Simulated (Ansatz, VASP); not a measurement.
**HgTe: VASP beside Ansatz**

```
Hg Te
1.0
     0.00000    3.17993    3.17993
     3.17993    0.00000    3.17993
     3.17993    3.17993    0.00000
Hg Te
1 1
Direct
  0.00000 0.00000 0.00000
  0.25000 0.25000 0.25000
```

Change from the starting cell: volume scaled by 0.96, ions relaxed.

Alike in both runs: functional PBE; k mesh 13 × 13 × 13; occupations fermi-dirac, width 0.05 eV; no spin polarisation.

Ansatz relaxed the structure, and its values are those at the end. VASP's run is a single point on that final structure, the one shown.

|  | VASP | Ansatz |
| --- | --- | --- |
| version | VASP 6.6.1 | Ansatz 0.2.0 |
| potentials or method | VASP PAW PBE potentials, release 64 (Hg, Te) | plane-wave PAW, scalar-relativistic |
| plane-wave cutoff (eV) | 520 | 420 |
| valence electrons in the cell | 18 | 36 |

```tsv
	VASP	Ansatz	Ansatz less VASP
pressure (GPa)	6.6	6.5	-0.09
```

VASP's potentials hold 18 valence electrons a cell and Ansatz's 36, so a difference there can come from the potentials and not from the codes. Ansatz's warnings: stress scf threshold loose.

Spin-orbit coupling is off throughout.
